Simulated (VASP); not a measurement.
# TbGa2O3 (P2/m) in VASP: single point with PBE

Aim: the single point of TbGa2O3 with PBE.

Everything below comes from runs of VASP 6.6.1. Logs are shortened: lines on timing, memory, paths and dates and some standing lists are left out, and cuts for length are marked.

## Step 1: The cell of the first run

It takes space group P2/m (No. 10, monoclinic). The conventional cell has a = 4.643 Å, b = 7.057 Å, c = 5.764 Å, α = 90.00°, β = 104.45°, γ = 90.00°. Within 3.4 Å of Tb (site symmetry 2/m) lie 6 O at 2.32 to 3.37 Å and 4 Ga at 2.88 to 3.22 Å. Within 2.4 Å of Ga (site symmetry 2/m) lie 2 O at 1.75 Å and 2 Ga at 2.32 Å. Ga (site symmetry 2/m) has 2 Ga at 2.32 Å and 6 O at 2.88 to 2.90 Å and 2 Tb at 3.22 Å within 3.3 Å. Within 2.3 Å of O (site symmetry 2) lie 1 Ga at 1.75 Å. O (site symmetry 2/m) has 2 Tb at 2.32 Å and 4 Ga at 2.88 to 3.22 Å within 3.3 Å.

The cell was built from a structure type or drawn by symmetry, and may not be a known phase.

## Step 2: Single point, PBE

Contents of INCAR:

```
ALGO = Normal ; EDIFF = 1E-6
ENCUT = 600 ; GGA = PE
GGA_COMPAT = False ; ISIF = 2
ISMEAR = 0 ; LASPH = True
LCHARG = False ; LMAXMIX = 6
LREAL = False ; LWAVE = False
NBANDS = 36 ; NELM = 200
PREC = Accurate ; SIGMA = 0.2
```

Contents of KPOINTS:

```
k-points
0
Gamma
  4 3 4
```

Contents of POSCAR:

```
TbGa2O3
1.0
    5.7641149359      0.0000000000     -0.0222642219
    0.0000000000      7.0566838551      0.0000000000
   -1.1410114939      0.0000000000      4.5006051984
Tb Ga O
1 2 3
Direct
    0.0000000000      0.0000000000      0.0000000000
    0.5000000000      0.0000000000      0.0000000000
    0.5000000000      0.0000000000      0.5000000000
    0.5000000000      0.2474135661      0.0000000000
    0.5000000000      0.7525864339      0.0000000000
    0.0000000000      0.0000000000      0.5000000000
```

Potentials or basis: VASP PAW PBE potentials, release 64 (Tb_3, Ga_d, O), 4f in core.

The run is started by

```console
> cat potpaw_PBE.64/Tb_3/POTCAR potpaw_PBE.64/Ga_d/POTCAR potpaw_PBE.64/O/POTCAR > POTCAR
> mpirun -np 1 vasp_std > vasp.out
```

OUTCAR:

```text
EDIFF = 1E-6
   ENCUT = 600
   GGA = PE
   ISIF = 2
   ISMEAR = 0
   LASPH = True
   LREAL = False
   NELM = 200
   PREC = Accurate

 ion  position               nearest neighbor table
   1  0.000  0.000  0.000-   6 2.32   6 2.32   2 2.88   2 2.88   3 3.22   3 3.22
   2  0.500  0.000  0.000-   4 1.75   5 1.75   3 2.32   3 2.32   1 2.88   1 2.88
   3  0.500  0.000  0.500-   2 2.32   2 2.32   1 3.22   1 3.22
   4  0.500  0.247  0.000-   2 1.75
   5  0.500  0.753  0.000-   2 1.75
   6  0.000  0.000  0.500-   1 2.32   1 2.32

  LATTYP: Found a simple monoclinic cell.
 ALAT       =     4.6429898106
 B/A-ratio  =     1.5198577087
 C/A-ratio  =     1.2414754650
 COS(beta)  =    -0.2494915440

  Lattice vectors:

 A1 = (  -1.1410114939,   0.0000000000,   4.5006051984)
 A2 = (   0.0000000000,  -7.0566838551,   0.0000000000)
 A3 = (   5.7641149359,   0.0000000000,  -0.0222642219)

Analysis of symmetry for initial positions (statically):
=====================================================================
 Subroutine PRICEL returns:
 Original cell was already a primitive cell.

 Routine SETGRP: Setting up the symmetry group for a
 simple monoclinic supercell.

 Subroutine GETGRP returns: Found  4 space group operations
 (whereof  4 operations were pure point group operations)
 out of a pool of  4 trial point group operations.

The static configuration has the point symmetry C_2h.

Analysis of symmetry for dynamics (positions and initial velocities):
=====================================================================
 Subroutine PRICEL returns:
 Original cell was already a primitive cell.

 Routine SETGRP: Setting up the symmetry group for a
 simple monoclinic supercell.

 Subroutine GETGRP returns: Found  4 space group operations
 (whereof  4 operations were pure point group operations)
 out of a pool of  4 trial point group operations.

The dynamic configuration has the point symmetry C_2h.

 Subroutine INISYM returns: Found  4 space group operations
 (whereof  4 operations are pure point group operations),
 and found     1 'primitive' translations

----------------------------------------------------------------------------------------

                                     Primitive cell

  volume of cell :     182.8853

  direct lattice vectors                    reciprocal lattice vectors
     5.764114936  0.000000000 -0.022264222     0.173657226  0.000000000  0.044026277
     0.000000000  7.056683855  0.000000000     0.000000000  0.141709622  0.000000000
    -1.141011494  0.000000000  4.500605198     0.000859072  0.000000000  0.222410135

  length of vectors
     5.764157934  7.056683855  4.642989811     0.179151180  0.141709622  0.222411794

  position of ions in fractional coordinates (direct lattice)
     0.000000000  0.000000000  0.000000000
     0.500000000  0.000000000  0.000000000
     0.500000000  0.000000000  0.500000000
     0.500000000  0.247413566  0.000000000
     0.500000000  0.752586434  0.000000000
     1.000000000  0.000000000  0.500000000

  ion indices of the primitive-cell ions
   primitive index   ion index
                 1           1
                 2           2
                 3           3
                 4           4
                 5           5
                 6           6

----------------------------------------------------------------------------------------

 KPOINTS: k-points

Automatic generation of k-mesh.
 Grid dimensions read from file:
 generate k-points for:    4    3    4

 Generating k-lattice:

  Cartesian coordinates                     Fractional coordinates (reciprocal lattice)
     0.043414307  0.000000000  0.011006569     0.250000000  0.000000000 -0.000000000
     0.000000000  0.047236541  0.000000000     0.000000000  0.333333333  0.000000000
     0.000214768  0.000000000  0.055602534     0.000000000  0.000000000  0.250000000

  Length of vectors
     0.044787795  0.047236541  0.055602949

  Shift w.r.t. Gamma in fractional coordinates (k-lattice)
     0.000000000  0.000000000  0.000000000

 Subroutine IBZKPT returns following result:
 ===========================================

 Found     20 irreducible k-points:

 Following reciprocal coordinates:
            Coordinates               Weight
  0.000000  0.000000  0.000000      1.000000
  0.250000  0.000000  0.000000      2.000000
  0.500000  0.000000  0.000000      1.000000
  0.000000  0.333333  0.000000      2.000000
  0.250000  0.333333  0.000000      4.000000
  0.500000  0.333333  0.000000      2.000000
[... 12 lines left out ...]
  0.250000  0.333333  0.500000      4.000000
  0.500000  0.333333  0.500000      2.000000
   k-points           NKPTS =     20   k-points in BZ     NKDIM =     20   number of bands    NBANDS=     36
   number of dos      NEDOS =    301   number of ions     NIONS =      6
   total plane-waves  NPLWV = 107520
   dimension x,y,z NGX =    48 NGY =   56 NGZ =   40
   dimension x,y,z NGXF=    96 NGYF=  112 NGZF=   80
   ions per type =               1   2   3
   NGX,Y,Z   is equivalent  to a cutoff of  13.84, 13.19, 14.32 a.u.
   NGXF,Y,Z  is equivalent  to a cutoff of  27.69, 26.39, 28.64 a.u.
 SYSTEM =  unknown system
   PREC   = accura    normal or accurate (medium, high low for compatibility)
   ISTART =      0    job   : 0-new  1-cont  2-samecut
   ICHARG =      2    charge: 1-file 2-atom 10-const
   ISPIN  =      1    spin polarized calculation?
   LNONCOLLINEAR =      F non collinear calculations
   LSORBIT =      F    spin-orbit coupling
   LASPH  =      T    aspherical Exc in radial PAW
   ENCUT  =  600.0 eV  44.10 Ry    6.64 a.u.  11.51 14.09  9.27*2*pi/ulx,y,z
   NELM   =    200;   NELMIN=  2; NELMDL= -5     # of ELM steps
   EDIFF  = 0.1E-05   stopping-criterion for ELM
   LREAL  =      F    real-space projection
   EDIFFG = 0.1E-04   stopping-criterion for IOM
   NSW    =      0    number of steps for IOM
   IBRION =     -1    ionic relax: 0-MD 1-quasi-New 2-CG
   NFREE  =      0    steps in history (QN), initial steepest desc. (CG)
   ISIF   =      2    stress and relaxation
   ISYM   =      2    0-nonsym 1-usesym 2-fastsym
   POTIM  = 0.5000    time-step for ionic-motion
   TEBEG  =    0.0;   TEEND  =   0.0 temperature during run
   PSTRESS=    0.0 pullay stress
   NELECT =      53.0000    total number of electrons
   NUPDOWN=      -1.0000    fix difference up-down
   EMIN   =  10.00;   EMAX   =-10.00  energy-range for DOS
   EFERMI =   0.00;   METHOD = LEGACY
   ISMEAR =     0;   SIGMA  =   0.20  broadening in eV -4-tet -1-fermi 0-gaus
   EFERMI_NEDOS =   21; number of points for ismear=-14 and -15
   IALGO  =     38    algorithm
   IMIX   =      4    mixing-type and parameters
     AMIX     =   0.40;   BMIX     =  1.00
     AMIX_MAG =   1.60;   BMIX_MAG =  1.00
  volume/ion in A,a.u.               =      30.48       205.70
  Fermi-wavevector in a.u.,A,eV,Ry     =   1.083363  2.047259 15.968814  1.173675
  Thomas-Fermi vector in A             =   2.219427
   LORBIT       =      0    0 simple, 1 ext, 2 COOP (PROOUT), +10 PAW based schemes
   GGA     = PE    functional components
   LHFCALC =     F    Hartree Fock is set to
   AEXX    =    0.0000 exact exchange contribution
   IVDW    =     0    specifies the selected vdW correction
   LEPSILON=     F    determine dielectric tensor
   LRPA    =     F    only Hartree local field effects (RPA)
 non-spin polarized calculation
 Gauss-broadening in eV      SIGMA  =   0.20
  energy-cutoff  :      600.00
  volume of cell :      182.89
 maximum number of plane-waves:      6127
 NGX is ok and might be reduce to    48
   NGX = 23   NGY = 29   NGZ = 19

 number of electron      53.0000009 magnetization

 Free energy of the ion-electron system (eV)
  ---------------------------------------------------
  ext. energy  EPLUGINS =         0.00000000
  ---------------------------------------------------
  free energy    TOTEN  =       -28.77539106 eV

  energy without entropy =      -28.72729107  energy(sigma->0) =      -28.75134106

 E-fermi :  -0.4516     XC(G=0):  -6.6080

 val. band max:       -0.4670693238   @ k =   0.0000   0.0000   0.2500
 cond. band min:      -0.4142101376   @ k =   0.2500   0.3333   0.5000
 fundamental gap:      0.0528591862
 Fermi energy:        -0.4516450159

 k-point     1 :       0.0000    0.0000    0.0000
  band No.  band energies     occupation
      1     -24.4273      2.00000
      2     -24.3003      2.00000
      3     -23.8336      2.00000
      4     -18.9707      2.00000
      5     -17.8163      2.00000
      6     -17.4564      2.00000
[... 28 lines left out ...]
     35       4.7227      0.00000
     36       5.2430      0.00000

 k-point     2 :       0.2500    0.0000    0.0000
  band No.  band energies     occupation
      1     -24.4271      2.00000
      2     -24.3096      2.00000
      3     -23.8343      2.00000
      4     -18.9646      2.00000
      5     -17.8185      2.00000
      6     -17.4467      2.00000
[... 28 lines left out ...]
     35       4.2035      0.00000
     36       5.1085      0.00000

 k-point     3 :       0.5000    0.0000    0.0000
  band No.  band energies     occupation
      1     -24.4269      2.00000
      2     -24.3189      2.00000
      3     -23.8350      2.00000
      4     -18.9586      2.00000
      5     -17.8207      2.00000
      6     -17.4368      2.00000
[... 28 lines left out ...]
     35       4.6729      0.00000
     36       5.2991      0.00000
[... 586 lines left out ...]
 k-point    19 :       0.2500    0.3333    0.5000
  band No.  band energies     occupation
      1     -24.4241      2.00000
      2     -24.3085      2.00000
      3     -24.0410      2.00000
      4     -18.9428      2.00000
      5     -17.8441      2.00000
      6     -16.7462      2.00000
[... 28 lines left out ...]
     35       4.8576      0.00000
     36       5.5686      0.00000

 k-point    20 :       0.5000    0.3333    0.5000
  band No.  band energies     occupation
      1     -24.4239      2.00000
      2     -24.3161      2.00000
      3     -24.0405      2.00000
      4     -18.9380      2.00000
      5     -17.8463      2.00000
      6     -16.7364      2.00000
[... 28 lines left out ...]
     35       5.2786      0.00000
     36       6.1182      0.00000

------------------------ aborting loop because EDIFF is reached ----------------------------------------

  FORCE on cell =-STRESS in cart. coord.  units (eV):
  Direction    XX          YY          ZZ          XY          YZ          ZX
  --------------------------------------------------------------------------------------
  -------------------------------------------------------------------------------------
  Total       -0.0800649      0.5252960      0.2595530      0.0000000      0.0000000     -0.0369692
  in kB       -0.7014132      4.6018869      2.2738300      0.0000000      0.0000000     -0.3238711
  external PRESSURE =       2.0581012 kB  Pullay stress =       0.0000000 kB

 VOLUME and BASIS-vectors are now :
 -----------------------------------------------------------------------------
  energy-cutoff  :      600.00
  volume of cell :      182.89
      direct lattice vectors                 reciprocal lattice vectors
     5.764114936  0.000000000 -0.022264222     0.173657226  0.000000000  0.044026277
     0.000000000  7.056683855  0.000000000     0.000000000  0.141709622  0.000000000
    -1.141011494  0.000000000  4.500605198     0.000859072  0.000000000  0.222410135

 POSITION                                       TOTAL-FORCE (eV/Angst)
 -----------------------------------------------------------------------------------
      0.00000      0.00000      0.00000         0.000000      0.000000     -0.000000
      2.88206      0.00000     -0.01113         0.000000      0.000000     -0.000000
      2.31155      0.00000      2.23917         0.000000      0.000000     -0.000000
      2.88206      1.74592     -0.01113        -0.000000      0.104928      0.000000
      2.88206      5.31076     -0.01113         0.000000     -0.104928     -0.000000
     -0.57051      0.00000      2.25030         0.000000      0.000000     -0.000000
 -----------------------------------------------------------------------------------
    total drift:                               -0.000000      0.000000      0.000000

  FREE ENERGIE OF THE ION-ELECTRON SYSTEM (eV)
  ---------------------------------------------------
  free  energy   TOTEN  =       -28.7753910560 eV

  energy  without entropy=      -28.7272910676  energy(sigma->0) =      -28.75134106
```

Run time: 89 s. Hardware: 1 thread of Intel Xeon 6975P-C (Granite Rapids), shared host; peak memory 0.42 GiB.

What came out:

| Property | Result |
| --- | --- |
| Free energy | -28.7754 eV |
| Pressure | 0.2 GPa |
| Largest force | 0.105 eV/Å |
| Band gap on the k mesh | zero (an odd number of electrons rules out a gap without spin polarisation) |

Forces on the atoms (eV/Å):
```
Tb   0.000  0.000  0.000
Ga   0.000  0.000  0.000
Ga   0.000  0.000  0.000
O    0.000  0.105  0.000
O    0.000 -0.105  0.000
O    0.000  0.000  0.000
```

Levels at points of the mesh, in eV from the Fermi level:
```
           k point  band 22  band 23  band 24  band 25  band 26  band 27  band 28  band 29  band 30  band 31
(0.00, 0.00, 0.00)    -2.32    -2.28    -2.10    -1.89    -1.88     0.65     1.01     1.46     2.11     2.18
(0.50, 0.00, 0.00)    -2.38    -2.09    -1.96    -1.68    -1.48    -0.52     0.72     0.94     1.28     2.12
(0.00, 0.00, 0.50)    -2.95    -2.88    -2.42    -1.89    -1.28    -0.32     1.74     2.13     2.31     2.96
(0.50, 0.00, 0.50)    -2.58    -2.42    -2.20    -2.03    -1.07     0.54     0.75     1.41     1.76     2.12
```

Caveat: spin-orbit coupling is left out, which moves the levels of the heavy elements; the 4f electrons are frozen in the core, so they carry no moment and show no levels; an odd number of electrons without spin polarisation forces a metal; a magnetic or distorted state may lie lower; the run has no spin polarisation, though such a crystal can be magnetic.
